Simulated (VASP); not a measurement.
# Ti3O4 (Amm2) in VASP: a series of runs

Runs on Ti3O4. Level: PBEsol. Tasks: single point.

Everything below comes from runs of VASP 6.6.1. Logs are shortened: lines on timing, memory, paths and dates and some standing lists are left out, and cuts for length are marked.

## 1. The cell of the first run

Symmetry: Amm2, No. 38, orthorhombic system. The conventional cell has a = 2.969 Å, b = 5.826 Å, c = 8.061 Å, α = 90.00°, β = 90.00°, γ = 90.00°. Within 2.7 Å of Ti (site symmetry mm2) lie 6 O at 2.03 to 2.09 Å. Within 2.7 Å of Ti (site symmetry m) lie 6 O at 2.02 to 2.10 Å. Within 3.1 Å of O (site symmetry m) lie 4 Ti at 2.02 to 2.03 Å and 12 O at 2.76 to 3.06 Å. Within 3.0 Å of O (site symmetry mm2) lie 5 Ti at 2.09 to 2.10 Å and 12 O at 2.88 to 2.97 Å. O (site symmetry mm2) has 5 Ti at 2.06 to 2.08 Å within 2.7 Å.

## 2. Single point, PBEsol (atoms displaced along a vibrational mode)

INCAR reads:

```
SYSTEM = Ti3O4
ALGO = Normal
EDIFF = 1E-6
ENCUT = 520
GGA = PS
ISIF = 2
ISMEAR = 0
LASPH = .TRUE.
LCHARG = .FALSE.
LREAL = .FALSE.
LWAVE = .FALSE.
NBANDS = 39
NELM = 80
PREC = Accurate
SIGMA = 0.15
```

KPOINTS reads:

```
k-points
0
G
  8 8 14
  0 0 0
```

POSCAR reads:

```
Ti3O4
1.0
    2.9128162305     -4.0303540204      0.0000000000
    2.9128162305      4.0303540204      0.0000000000
    0.0000000000      0.0000000000      2.9690273776
Ti O
3 4
Direct
   -0.0036859680      0.0036859680      0.5000000000
    0.5068754304      0.0024688981      0.0000000000
   -0.0024688981      0.4931245696      0.0000000000
    0.7651037164      0.7604629052      0.0000000000
    0.2554782306      0.7445217694      0.5000000000
    0.2395370948      0.2348962836      0.0000000000
    0.7377251202      0.2622748798      0.5000000000
```

Potentials or basis: VASP PAW PBE potentials, release 64 (Ti_sv, O).

Run with:

```
$ cat potpaw_PBE.64/Ti_sv/POTCAR potpaw_PBE.64/O/POTCAR > POTCAR
$ mpirun -np 1 vasp_std > vasp.out
```

OUTCAR:

```text
SYSTEM = Ti3O4
   EDIFF = 1E-6
   ENCUT = 520
   GGA = PS
   ISIF = 2
   ISMEAR = 0
   LASPH = .TRUE.
   LREAL = .FALSE.
   NELM = 80
   PREC = Accurate

 ion  position               nearest neighbor table
   1  0.996  0.004  0.500-   4 2.03   6 2.03   4 2.03   6 2.03   7 2.08   5 2.09   2 2.85   3 2.85
                             2 2.85   3 2.85
   2  0.507  0.002  0.000-   4 2.02   6 2.02   7 2.06   7 2.06   5 2.10   5 2.10   1 2.85   1 2.85
                             3 2.86
   3  0.998  0.493  0.000-   6 2.02   4 2.02   7 2.06   7 2.06   5 2.10   5 2.10   1 2.85   1 2.85
                             2 2.86
   4  0.765  0.760  0.000-   2 2.02   3 2.02   1 2.03   1 2.03
   5  0.255  0.745  0.500-   1 2.09   2 2.10   3 2.10   2 2.10   3 2.10
   6  0.240  0.235  0.000-   3 2.02   2 2.02   1 2.03   1 2.03
   7  0.738  0.262  0.500-   2 2.06   3 2.06   2 2.06   3 2.06   1 2.08

  LATTYP: Found a base centered orthorhombic cell.
 ALAT       =     5.8256324610
 B/A-ratio  =     1.3836623053
 C/A-ratio  =     0.5096489347

  Lattice vectors:

 A1 = (   2.9128162305,  -4.0303540204,   0.0000000000)
 A2 = (   2.9128162305,   4.0303540204,   0.0000000000)
 A3 = (   0.0000000000,   0.0000000000,   2.9690273776)

Analysis of symmetry for initial positions (statically):
=====================================================================
 Subroutine PRICEL returns:
 Original cell was already a primitive cell.

 Routine SETGRP: Setting up the symmetry group for a
 base centered orthorhombic supercell.

 Subroutine GETGRP returns: Found  4 space group operations
 (whereof  4 operations were pure point group operations)
 out of a pool of  8 trial point group operations.

The static configuration has the point symmetry C_2v.

Analysis of symmetry for dynamics (positions and initial velocities):
=====================================================================
 Subroutine PRICEL returns:
 Original cell was already a primitive cell.

 Routine SETGRP: Setting up the symmetry group for a
 base centered orthorhombic supercell.

 Subroutine GETGRP returns: Found  4 space group operations
 (whereof  4 operations were pure point group operations)
 out of a pool of  8 trial point group operations.

The dynamic configuration has the point symmetry C_2v.

 Subroutine INISYM returns: Found  4 space group operations
 (whereof  4 operations are pure point group operations),
 and found     1 'primitive' translations

----------------------------------------------------------------------------------------

                                     Primitive cell

  volume of cell :      69.7109

  direct lattice vectors                    reciprocal lattice vectors
     2.912816230 -4.030354020  0.000000000     0.171655182 -0.124058581  0.000000000
     2.912816230  4.030354020  0.000000000     0.171655182  0.124058581  0.000000000
     0.000000000  0.000000000  2.969027378     0.000000000  0.000000000  0.336810636

  length of vectors
     4.972750941  4.972750941  2.969027378     0.211792429  0.211792429  0.336810636

  position of ions in fractional coordinates (direct lattice)
     0.996314032  0.003685968  0.500000000
     0.506875430  0.002468898  0.000000000
     0.997531102  0.493124570  0.000000000
     0.765103716  0.760462905  0.000000000
     0.255478231  0.744521769  0.500000000
     0.239537095  0.234896284  0.000000000
     0.737725120  0.262274880  0.500000000

  ion indices of the primitive-cell ions
   primitive index   ion index
                 1           1
                 2           2
                 3           3
                 4           4
                 5           5
                 6           6
                 7           7

----------------------------------------------------------------------------------------

 KPOINTS: k-points

Automatic generation of k-mesh.
 Grid dimensions read from file:
 generate k-points for:    8    8   14

 Generating k-lattice:

  Cartesian coordinates                     Fractional coordinates (reciprocal lattice)
     0.021456898 -0.015507323  0.000000000     0.125000000  0.000000000  0.000000000
     0.021456898  0.015507323  0.000000000     0.000000000  0.125000000  0.000000000
     0.000000000  0.000000000  0.024057903     0.000000000  0.000000000  0.071428571

  Length of vectors
     0.026474054  0.026474054  0.024057903

  Shift w.r.t. Gamma in fractional coordinates (k-lattice)
     0.000000000  0.000000000  0.000000000

 Subroutine IBZKPT returns following result:
 ===========================================

 Found    168 irreducible k-points:

 Following reciprocal coordinates:
            Coordinates               Weight
  0.000000  0.000000  0.000000      1.000000
  0.125000  0.000000  0.000000      4.000000
  0.250000  0.000000  0.000000      4.000000
  0.375000  0.000000  0.000000      4.000000
  0.500000  0.000000  0.000000      2.000000
  0.125000  0.125000  0.000000      2.000000
[... 16 lines left out ...]
  0.125000  0.000000  0.071429      8.000000
  0.250000  0.000000  0.071429      8.000000
 [... further k-points ...]
   k-points           NKPTS =    168   k-points in BZ     NKDIM =    168   number of bands    NBANDS=     39
   number of dos      NEDOS =    301   number of ions     NIONS =      7
   total plane-waves  NPLWV =  38400
   dimension x,y,z NGX =    40 NGY =   40 NGZ =   24
   dimension x,y,z NGXF=    80 NGYF=   80 NGZF=   48
   ions per type =               3   4
   NGX,Y,Z   is equivalent  to a cutoff of  13.37, 13.37, 13.44 a.u.
   NGXF,Y,Z  is equivalent  to a cutoff of  26.75, 26.75, 26.88 a.u.
 SYSTEM =  Ti3O4
   PREC   = accura    normal or accurate (medium, high low for compatibility)
   ISTART =      0    job   : 0-new  1-cont  2-samecut
   ICHARG =      2    charge: 1-file 2-atom 10-const
   ISPIN  =      1    spin polarized calculation?
   LNONCOLLINEAR =      F non collinear calculations
   LSORBIT =      F    spin-orbit coupling
   LASPH  =      T    aspherical Exc in radial PAW
   ENCUT  =  520.0 eV  38.22 Ry    6.18 a.u.   9.25  9.25  5.52*2*pi/ulx,y,z
   NELM   =     80;   NELMIN=  2; NELMDL= -5     # of ELM steps
   EDIFF  = 0.1E-05   stopping-criterion for ELM
   LREAL  =      F    real-space projection
   EDIFFG = 0.1E-04   stopping-criterion for IOM
   NSW    =      0    number of steps for IOM
   IBRION =     -1    ionic relax: 0-MD 1-quasi-New 2-CG
   NFREE  =      0    steps in history (QN), initial steepest desc. (CG)
   ISIF   =      2    stress and relaxation
   ISYM   =      2    0-nonsym 1-usesym 2-fastsym
   POTIM  = 0.5000    time-step for ionic-motion
   TEBEG  =    0.0;   TEEND  =   0.0 temperature during run
   PSTRESS=    0.0 pullay stress
   NELECT =      60.0000    total number of electrons
   NUPDOWN=      -1.0000    fix difference up-down
   EMIN   =  10.00;   EMAX   =-10.00  energy-range for DOS
   EFERMI =   0.00;   METHOD = LEGACY
   ISMEAR =     0;   SIGMA  =   0.15  broadening in eV -4-tet -1-fermi 0-gaus
   EFERMI_NEDOS =   21; number of points for ismear=-14 and -15
   IALGO  =     38    algorithm
   IMIX   =      4    mixing-type and parameters
     AMIX     =   0.40;   BMIX     =  1.00
     AMIX_MAG =   1.60;   BMIX_MAG =  1.00
  volume/ion in A,a.u.               =       9.96        67.20
  Fermi-wavevector in a.u.,A,eV,Ry     =   1.557250  2.942776 32.994515  2.425028
  Thomas-Fermi vector in A             =   2.660928
   LORBIT       =      0    0 simple, 1 ext, 2 COOP (PROOUT), +10 PAW based schemes
   GGA     = PS    functional components
   LHFCALC =     F    Hartree Fock is set to
   AEXX    =    0.0000 exact exchange contribution
   IVDW    =     0    specifies the selected vdW correction
   LEPSILON=     F    determine dielectric tensor
   LRPA    =     F    only Hartree local field effects (RPA)
 non-spin polarized calculation
 Gauss-broadening in eV      SIGMA  =   0.15
  energy-cutoff  :      520.00
  volume of cell :       69.71
 maximum number of plane-waves:      1898
 NGX is ok and might be reduce to    40
   NGX = 19   NGY = 19   NGZ = 11

 number of electron      59.9999992 magnetization

 Free energy of the ion-electron system (eV)
  ---------------------------------------------------
  ext. energy  EPLUGINS =         0.00000000
  ---------------------------------------------------
  free energy    TOTEN  =       -65.95023017 eV

  energy without entropy =      -65.91749763  energy(sigma->0) =      -65.93386390

 E-fermi :   9.4881     XC(G=0): -12.3971

 val. band max:        9.4875744741   @ k =   0.3750   0.1250   0.2857
 cond. band min:       9.4931098126   @ k =  -0.3750   0.1250   0.2857
 fundamental gap:      0.0055353384
 Fermi energy:         9.4880520006

 k-point     1 :       0.0000    0.0000    0.0000
  band No.  band energies     occupation
      1     -48.4140      2.00000
      2     -48.3422      2.00000
      3     -48.1355      2.00000
      4     -25.3231      2.00000
      5     -25.1430      2.00000
      6     -24.8416      2.00000
[... 31 lines left out ...]
     38      11.6386      0.00000
     39      11.7071      0.00000

 k-point     2 :       0.1250    0.0000    0.0000
  band No.  band energies     occupation
      1     -48.4110      2.00000
      2     -48.3441      2.00000
      3     -48.1368      2.00000
      4     -25.3012      2.00000
      5     -25.1321      2.00000
      6     -24.8369      2.00000
[... 31 lines left out ...]
     38      11.6003      0.00000
     39      11.6697      0.00000

 k-point     3 :       0.2500    0.0000    0.0000
  band No.  band energies     occupation
      1     -48.4025      2.00000
      2     -48.3497      2.00000
      3     -48.1400      2.00000
      4     -25.2455      2.00000
      5     -25.0974      2.00000
      6     -24.8224      2.00000
[... 832 lines left out ...]
 k-point    23 :       0.1250    0.0000    0.0714
  band No.  band energies     occupation
      1     -48.4081      2.00000
      2     -48.3423      2.00000
      3     -48.1357      2.00000
      4     -25.2899      2.00000
      5     -25.1218      2.00000
      6     -24.8336      2.00000
[... 31 lines left out ...]
     38      11.5464      0.00000
     39      11.6565      0.00000

 k-point    24 :       0.2500    0.0000    0.0714
  band No.  band energies     occupation
      1     -48.3997      2.00000
      2     -48.3478      2.00000
      3     -48.1387      2.00000
      4     -25.2354      2.00000
      5     -25.0895      2.00000
      6     -24.8209      2.00000
[... 31 lines left out ...]
     38      11.5934      0.00000
     39      11.7485      0.00000

 [... further k-points ...]
[... 5 lines left out ...]
  --------------------------------------------------------------------------------------
  -------------------------------------------------------------------------------------
  Total       -0.0032491      0.5824821      0.4317628      0.0000000      0.0000000      0.0000000
  in kB       -0.0746756     13.3872896      9.9232812      0.0000000      0.0000000      0.0000000
  external PRESSURE =       7.7452984 kB  Pullay stress =       0.0000000 kB

 VOLUME and BASIS-vectors are now :
 -----------------------------------------------------------------------------
  energy-cutoff  :      520.00
  volume of cell :       69.71
      direct lattice vectors                 reciprocal lattice vectors
     2.912816230 -4.030354020  0.000000000     0.171655182 -0.124058581  0.000000000
     2.912816230  4.030354020  0.000000000     0.171655182  0.124058581  0.000000000
     0.000000000  0.000000000  2.969027378     0.000000000  0.000000000  0.336810636

 POSITION                                       TOTAL-FORCE (eV/Angst)
 -----------------------------------------------------------------------------------
      2.91282     -4.00064      1.48451        -0.000000      0.173413      0.000000
      1.48363     -2.03294      0.00000         0.174024     -0.104346      0.000000
      4.34201     -2.03294      0.00000        -0.174024     -0.104346      0.000000
      4.44370     -0.01870      0.00000         0.016163     -0.036937      0.000000
      2.91282      1.97102      1.48451        -0.000000      0.045431      0.000000
      1.38194     -0.01870      0.00000        -0.016163     -0.036937      0.000000
      2.91282     -1.91623      1.48451        -0.000000      0.063722      0.000000
 -----------------------------------------------------------------------------------
    total drift:                               -0.000000      0.000638      0.000000

  FREE ENERGIE OF THE ION-ELECTRON SYSTEM (eV)
  ---------------------------------------------------
  free  energy   TOTEN  =       -65.9502301748 eV

  energy  without entropy=      -65.9174976280  energy(sigma->0) =      -65.93386390
```

It took 7.8 min on 1 thread of Intel Xeon Platinum 8488C (Sapphire Rapids), shared host; peak memory 0.43 GiB.

What came out:

- Free energy: -65.9502 eV
- Pressure: 0.8 GPa
- Largest force: 0.203 eV/Å
- Band gap on the k mesh: zero (bands 30 and 31 overlap by 0.93 eV)

Forces on the atoms (eV/Å):
```
Ti   0.000  0.173  0.000
Ti   0.174 -0.104  0.000
Ti  -0.174 -0.104  0.000
O    0.016 -0.037  0.000
O    0.000  0.045  0.000
O   -0.016 -0.037  0.000
O    0.000  0.064  0.000
```

Caveat: the cell differs from its parent crystal (atoms displaced along a vibrational mode); the PAW data sets were made with another functional, which shifts forces and pressure a little; semilocal functionals often make such compounds metallic where correlation or magnetic order opens a gap, which also shifts bond lengths.

## 3. Single point, PBEsol

INCAR reads:

```
ALGO = Normal ; EDIFF = 1E-6
ENCUT = 520 ; GGA = PS
ISIF = 2 ; ISMEAR = 0
LASPH = T ; LCHARG = F
LREAL = F ; LWAVE = F
NBANDS = 39 ; NELM = 100
PREC = Accurate ; SIGMA = 0.15
```

KPOINTS reads:

```
k-points
0
Gamma
  8 8 14
```

POSCAR is that of step 2.

Potentials or basis: VASP PAW PBE potentials, release 64 (Ti_sv, O).

Run with:

```
$ cat potpaw_PBE.64/Ti_sv/POTCAR potpaw_PBE.64/O/POTCAR > POTCAR
$ mpirun -np 1 vasp_std > vasp.out
```

Wall time 7.6 min (1 thread of Intel Xeon Platinum 8488C (Sapphire Rapids), shared host); peak memory 0.44 GiB.

Results (log left out):

* Free energy: -65.9502 eV
* Pressure: 0.8 GPa
* Largest force: 0.203 eV/Å
* Band gap on the k mesh: zero (bands 30 and 31 overlap by 0.93 eV)

Forces on the atoms (eV/Å):
```
Ti   0.000  0.173  0.000
Ti   0.174 -0.104  0.000
Ti  -0.174 -0.104  0.000
O    0.016 -0.037  0.000
O    0.000  0.045  0.000
O   -0.016 -0.037  0.000
O    0.000  0.064  0.000
```

Stress tensor (GPa, compression positive):
```
-0.01  0.00  0.00
 0.00  1.34  0.00
 0.00  0.00  0.99
```

Levels at points of the mesh, in eV from the Fermi level:
```tsv
k point	band 27	band 28	band 29	band 30	band 31	band 32	band 33	band 34
(0.00, 0.00, 0.00)	-4.09	-3.87	-2.59	-0.42	0.01	0.44	0.90	1.37
(0.50, 0.00, 0.00)	-4.46	-4.10	-0.85	-0.44	0.15	0.45	0.60	0.97
(0.50, 0.50, 0.00)	-4.77	-4.52	-2.36	0.11	0.71	0.76	0.94	1.03
(0.00, 0.00, 0.50)	-5.61	-5.02	0.24	0.31	0.86	0.90	0.92	1.00
(0.50, 0.00, 0.50)	-5.18	-4.63	-0.83	-0.70	0.49	0.51	1.57	1.75
(0.50, 0.50, 0.50)	-4.89	-4.87	-2.36	-2.09	1.21	1.54	1.73	1.75
```

Caveat: the PAW data sets were made with another functional, which shifts forces and pressure a little; semilocal functionals often make such compounds metallic where correlation or magnetic order opens a gap, which also shifts bond lengths.
